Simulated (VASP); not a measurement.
Set up this calculation in VASP 6.6.1, as the native input.

```
Task                   : single point
Functional             : PBE
Dispersion             : D3(BJ)
Potentials or basis    : VASP PAW PBE potentials, release 64 (In_d, P)
Cutoff                 : 520 eV
k mesh                 : 10 × 10 × 10
Occupations            : gaussian, width 0.02 eV
Spin                   : no spin polarisation
Dipole correction      : no
Further INCAR settings : ALGO = Normal; EDIFF = 1e-07; NBANDS = 16
```

The structure of InP (d3) lies in POSCAR:

```
InP
1.0
    0.0000000000      2.9470112894      2.9470112894
    2.9470112894      0.0000000000      2.9470112894
    2.9470112894      2.9470112894      0.0000000000
In P
1 1
Direct
    0.0000000000      0.0000000000      0.0000000000
    0.7500000000      0.7500000000      0.7500000000
```

One way to write it, as run:

INCAR

```
SYSTEM = InP
PREC     = Accurate       ! precision mode
ENCUT    = 520            ! plane-wave cutoff, eV
EDIFF    = 1E-7           ! SCF threshold, eV
ISMEAR   = 0              ! smearing method
SIGMA    = 0.02           ! smearing width, eV
LREAL    = .FALSE.        ! projectors in reciprocal space
LASPH    = .TRUE.         ! aspherical terms in the spheres
NELM     = 100            ! most SCF steps
ALGO     = Normal         ! electronic algorithm
ISIF     = 2              ! what is computed and relaxed
LWAVE    = .FALSE.        ! write WAVECAR
LCHARG   = .FALSE.        ! write CHGCAR
GGA      = PE             ! functional
IVDW     = 12             ! dispersion correction
NBANDS   = 16             ! bands
```

KPOINTS

```
regular mesh
0
G
  10 10 10
  0 0 0
```

Potentials or basis: VASP PAW PBE potentials, release 64 (In_d, P).

Run with:

```sh
$ cat potpaw_PBE.64/In_d/POTCAR potpaw_PBE.64/P/POTCAR > POTCAR
$ mpirun -np 1 vasp_std > vasp.out
```

Results of the run:

```json
{
 "Pressure": "-0.1 GPa",
 "Band gap on the k mesh": "0.62 eV, direct",
 "Dispersion energy per atom": "-0.308 eV"
}
```

Caveat: spin-orbit coupling is left out, which moves the levels of the heavy elements.

It took 21 s on 1 thread of Intel(R) Xeon(R) 6975P-C (Granite Rapids), on a shared host, peak memory 0.2 GiB.
